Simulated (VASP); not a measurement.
Here is a VASP 6.6.1 calculation.

INCAR

```
PREC     = Accurate       # precision mode
ENCUT    = 520            # plane-wave cutoff, eV
EDIFF    = 1E-6           # SCF threshold, eV
ISMEAR   = 0              # smearing method
SIGMA    = 0.01           # smearing width, eV
LREAL    = Auto         
LASPH    = True           # aspherical terms in the spheres
NELM     = 100            # most SCF steps
ALGO     = Normal         # electronic algorithm
ISIF     = 2              # what is computed and relaxed
LWAVE    = False          # write WAVECAR
LCHARG   = True           # write CHGCAR
GGA      = PS             # functional
LELF     = True           # ELF
LVHAR    = True         
NBANDS   = 86             # bands
```

Contents of KPOINTS:

```
regular mesh
0
Gamma
  4 4 4
```

POSCAR

```
Ga8Sb5P3
1.0
    0.0000000000      5.8556775408      5.8704571682
    5.8556775408      0.0000000000      5.8704571682
    5.8556775408      5.8556775408      0.0000000000
Ga P Sb
8 3 5
Direct
    0.0126982977      0.0126982977     -0.0110793935
    0.0126982977      0.0126982977      0.4856827980
   -0.0110793935      0.4856827980      0.0126982977
    0.0084071494      0.4766702019      0.5074613243
    0.4856827980     -0.0110793935      0.0126982977
    0.4766702019      0.0084071494      0.5074613243
    0.5074613243      0.5074613243      0.0084071494
    0.5074613243      0.5074613243      0.4766702019
    0.1250000000      0.1250000000      0.1250000000
    0.1237518666      0.1237518666      0.6262481334
    0.6262481334      0.6262481334      0.1237518666
    0.1253035488      0.6246964512      0.1253035488
    0.1253035488      0.6246964512      0.6246964512
    0.6246964512      0.1253035488      0.1253035488
    0.6246964512      0.1253035488      0.6246964512
    0.6250000000      0.6250000000      0.6250000000
```

Potentials or basis: VASP PAW PBE potentials, release 64 (Ga_d, P, Sb).

Run with:

```sh
$ cat potpaw_PBE.64/Ga_d/POTCAR potpaw_PBE.64/P/POTCAR potpaw_PBE.64/Sb/POTCAR > POTCAR
$ mpirun -np 1 vasp_std > vasp.out
```

(1) Estimate the pressure.

(2) Estimate the band gap on the k mesh.

## Answers

(1) 0.1 GPa.

(2) zero (filled and empty bands touch).

Caveat: the PAW data sets were made with another functional, which shifts forces and pressure a little; spin-orbit coupling is left out, which moves the levels of the heavy elements.
